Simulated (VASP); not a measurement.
# LiF (P6_3mc) in VASP: notebook, part 2 of 2

VASP 6.6.1.

**5. Single point, PBE (volume 11.615 Å^3 an atom, c/a of the conventional cell 1.6656)**

Input file INCAR:

```
SYSTEM = LiF
PREC = Accurate ; ENCUT = 520
EDIFF = 1E-7 ; ISMEAR = 0
SIGMA = 0.05 ; LREAL = .FALSE.
LASPH = .TRUE. ; NELM = 60
ALGO = Normal ; ISIF = 2
LWAVE = .FALSE. ; LCHARG = .FALSE.
GGA = PE ; NBANDS = 18
```

Input file KPOINTS:

```
regular mesh
0
G
  9 9 6
  0 0 0
```

Input file POSCAR:

```
LiF
1.0
    3.1817004340      0.0000000000      0.0000000000
   -1.5908502170      2.7554334031      0.0000000000
    0.0000000000      0.0000000000      5.2994402429
Li F
2 2
Direct
    0.3333333333      0.6666666667      0.3810713234
    0.6666666667      0.3333333333      0.8810713234
    0.3333333333      0.6666666667      0.9939266766
    0.6666666667      0.3333333333      0.4939266766
```

Potentials or basis: VASP PAW PBE potentials, release 64 (Li_sv, F).

Launch:

```console
$ cat potpaw_PBE.64/Li_sv/POTCAR potpaw_PBE.64/F/POTCAR > POTCAR
$ mpirun -np 1 vasp_std > vasp.out
```

OUTCAR:

```text
SYSTEM = LiF
   PREC = Accurate
   ENCUT = 520
   EDIFF = 1E-7
   ISMEAR = 0
   LREAL = .FALSE.
   LASPH = .TRUE.
   NELM = 60
   ISIF = 2
   GGA = PE

 ion  position               nearest neighbor table
   1  0.333  0.667  0.381-   4 1.93   4 1.93   4 1.93   3 2.05
   2  0.667  0.333  0.881-   3 1.93   3 1.93   3 1.93   4 2.05
   3  0.333  0.667  0.994-   2 1.93   2 1.93   2 1.93   1 2.05
   4  0.667  0.333  0.494-   1 1.93   1 1.93   1 1.93   2 2.05

  LATTYP: Found a hexagonal cell.
 ALAT       =     3.1817004340
 C/A-ratio  =     1.6656000000

  Lattice vectors:

 A1 = (   3.1817004340,   0.0000000000,   0.0000000000)
 A2 = (  -1.5908502170,   2.7554334031,   0.0000000000)
 A3 = (   0.0000000000,   0.0000000000,   5.2994402429)

Analysis of symmetry for initial positions (statically):
=====================================================================
 Subroutine PRICEL returns:
 Original cell was already a primitive cell.

 Routine SETGRP: Setting up the symmetry group for a
 hexagonal supercell.

 Subroutine GETGRP returns: Found 12 space group operations
[... 167 lines left out ...]
  ---------------------------------------------------
  free energy    TOTEN  =       -19.20930502 eV

  energy without entropy =      -19.20930502  energy(sigma->0) =      -19.20930502

 E-fermi :  -2.8069     XC(G=0):  -8.1588

 val. band max:       -3.1762694969   @ k =   0.0000   0.0000   0.0000
 cond. band min:       3.9064931273   @ k =   0.0000   0.0000   0.0000
 fundamental gap:      7.0827626242
 Fermi energy:        -2.8068964323

 k-point     1 :       0.0000    0.0000    0.0000
  band No.  band energies     occupation
      1     -44.0190      2.00000
      2     -44.0031      2.00000
      3     -22.3156      2.00000
      4     -22.1721      2.00000
      5      -4.8424      2.00000
      6      -3.4186      2.00000
[... 481 lines left out ...]
      5      -4.6768      2.00000
      6      -4.0811      2.00000
[... 10 lines left out ...]
     17      14.0621      0.00000
     18      16.1412      0.00000

 [... further k-points ...]
[... 5 lines left out ...]
  --------------------------------------------------------------------------------------
  -------------------------------------------------------------------------------------
  Total       -1.0660170     -1.0660170     -1.9066533      0.0000000      0.0000000      0.0000000
  in kB      -36.7616947    -36.7616947    -65.7511132      0.0000000      0.0000000      0.0000000
  external PRESSURE =     -46.4248342 kB  Pullay stress =       0.0000000 kB

 VOLUME and BASIS-vectors are now :
 -----------------------------------------------------------------------------
  energy-cutoff  :      520.00
  volume of cell :       46.46
      direct lattice vectors                 reciprocal lattice vectors
     3.181700434  0.000000000  0.000000000     0.314297345  0.181459657  0.000000000
    -1.590850217  2.755433403  0.000000000     0.000000000  0.362919314  0.000000000
     0.000000000  0.000000000  5.299440243     0.000000000  0.000000000  0.188699175

 POSITION                                       TOTAL-FORCE (eV/Angst)
 -----------------------------------------------------------------------------------
     -0.00000      1.83696      2.01946        -0.000000      0.000000     -0.073158
      1.59085      0.91848      4.66918         0.000000     -0.000000     -0.073158
     -0.00000      1.83696      5.26726         0.000000      0.000000      0.073158
      1.59085      0.91848      2.61753         0.000000      0.000000      0.073158
 -----------------------------------------------------------------------------------
    total drift:                                0.000001      0.000001      0.000528

  FREE ENERGIE OF THE ION-ELECTRON SYSTEM (eV)
  ---------------------------------------------------
  free  energy   TOTEN  =       -19.2093050214 eV

  energy  without entropy=      -19.2093050214  energy(sigma->0) =      -19.20930502
```

OSZICAR:

```text
N       E                     dE             d eps       ncg     rms          rms(c)
DAV:   1     0.127499652057E+03    0.12750E+03   -0.10566E+04  1736   0.117E+03
DAV:   2    -0.939714324584E+01   -0.13690E+03   -0.13375E+03  1946   0.294E+02
DAV:   3    -0.205448765981E+02   -0.11148E+02   -0.11091E+02  3248   0.647E+01
DAV:   4    -0.206803085659E+02   -0.13543E+00   -0.13517E+00  2212   0.781E+00
DAV:   5    -0.206817075316E+02   -0.13990E-02   -0.13983E-02  2362   0.735E-01    0.742E+00
DAV:   6    -0.191420973756E+02    0.15396E+01   -0.44620E+00  1816   0.154E+01    0.246E+00
DAV:   7    -0.191664739900E+02   -0.24377E-01   -0.12943E-01  1872   0.240E+00    0.155E+00
DAV:   8    -0.192086399667E+02   -0.42166E-01   -0.72096E-02  1948   0.258E+00    0.387E-01
DAV:   9    -0.192077452011E+02    0.89477E-03   -0.75351E-03  2398   0.724E-01    0.111E-01
DAV:  10    -0.192093185711E+02   -0.15734E-02   -0.21857E-03  1870   0.304E-01    0.615E-02
DAV:  11    -0.192093004295E+02    0.18142E-04   -0.88039E-05  2432   0.831E-02    0.115E-02
DAV:  12    -0.192093042571E+02   -0.38276E-05   -0.10916E-05  1886   0.234E-02    0.271E-03
DAV:  13    -0.192093045868E+02   -0.32972E-06   -0.67228E-07  2336   0.650E-03    0.649E-04
DAV:  14    -0.192093050485E+02   -0.46170E-06   -0.43054E-08  1492   0.194E-03    0.466E-04
DAV:  15    -0.192093050214E+02    0.27071E-07   -0.23181E-08  1018   0.118E-03
   1 F= -.19209305E+02 E0= -.19209305E+02  d E =-.116544E-27
```

It took 52 s on 1 thread of AMD EPYC 7R43 (Zen 3), shared host; peak memory 0.13 GiB.

Results:

```
Free energy            : -19.2093 eV
Largest force          : 0.073 eV/Å
Band gap on the k mesh : 7.08 eV, direct
```

Forces in eV/Å, atoms in the order of the input:
```
Li   0.000  0.000 -0.073
Li   0.000  0.000 -0.073
F    0.000  0.000  0.073
F    0.000  0.000  0.073
```

Caveat: the cutoff is under 1.25 times the usual one of these potentials, so pressure, stress and relaxed cells hold a basis-set (Pulay) error.

**6. The runs side by side**

| cell | gap on the mesh (eV) | largest force (eV/Å) |
| --- | --- | --- |
| a = 3.112, b = 3.112, c = 5.342 Å, angles 90.0, 90.0, 120.0°, 4 atoms | 7.27 | 0.12 |
| a = 3.175, b = 3.175, c = 5.131 Å, angles 90.0, 90.0, 120.0°, 4 atoms | 7.23 | 0.06 |
| a = 3.246, b = 3.246, c = 5.091 Å, angles 90.0, 90.0, 120.0°, 4 atoms | 7.04 | 0.02 |
| a = 3.182, b = 3.182, c = 5.299 Å, angles 90.0, 90.0, 120.0°, 4 atoms | 7.08 | 0.07 |

Alike in all rows: task single point; level PBE; potentials or basis VASP PAW PBE potentials, release 64 (Li_sv, F); no spin polarisation; k mesh 9 × 9 × 6; cutoff (eV) 520; smearing gaussian 0.05 eV.

Caveats: the cutoff is under 1.25 times the usual one of these potentials, so pressure, stress and relaxed cells hold a basis-set (Pulay) error.

Absolute energies hang on the potentials; compare differences alone.
